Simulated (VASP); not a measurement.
Si8C7N (a cell with a defect), 16 atoms in the cell. The cell holds a defect, 16 atoms: a = 6.194 Å, b = 6.194 Å, c = 6.194 Å, α = 60.00°, β = 60.00°, γ = 60.00°. 

| Item | Value |
| --- | --- |
| Program | VASP 6.6.1 |
| Task | single point |
| Functional | PBE |
| Potentials or basis | VASP PAW PBE potentials, release 64 (Si, N, C) |
| Cutoff | 520 eV |
| k mesh | 3 × 3 × 3 |
| Occupations | gaussian, width 0.01 eV |
| Spin | collinear spin |
| Starting moments | [0.2, 0.0, 0.0, 0.0, 0.2, 0.2, 0.2, 0.0, 0.2, 0.0, 0.0, 0.0, 0.0, 0.0, 0.0, 0.0] μB |
| Dipole correction | no |
| Further INCAR settings | LREAL = Auto; ALGO = Normal; EDIFF = 1e-06; NBANDS = 50 |

Potentials or basis: VASP PAW PBE potentials, release 64 (Si, N, C).

Run with:

```sh
$ cat potpaw_PBE.64/Si/POTCAR potpaw_PBE.64/N/POTCAR potpaw_PBE.64/C/POTCAR > POTCAR
$ mpirun -np 1 vasp_std > vasp.out
```

Hardware: 1 thread of Intel Xeon 8259CL, on a shared host.

**Question.** Estimate the wall time of this run.

**Answer.** It took 11 min on 1 thread of Intel Xeon 8259CL (shared host), peak memory 0.47 GiB. Counts: scf iterations 16, k points 14.
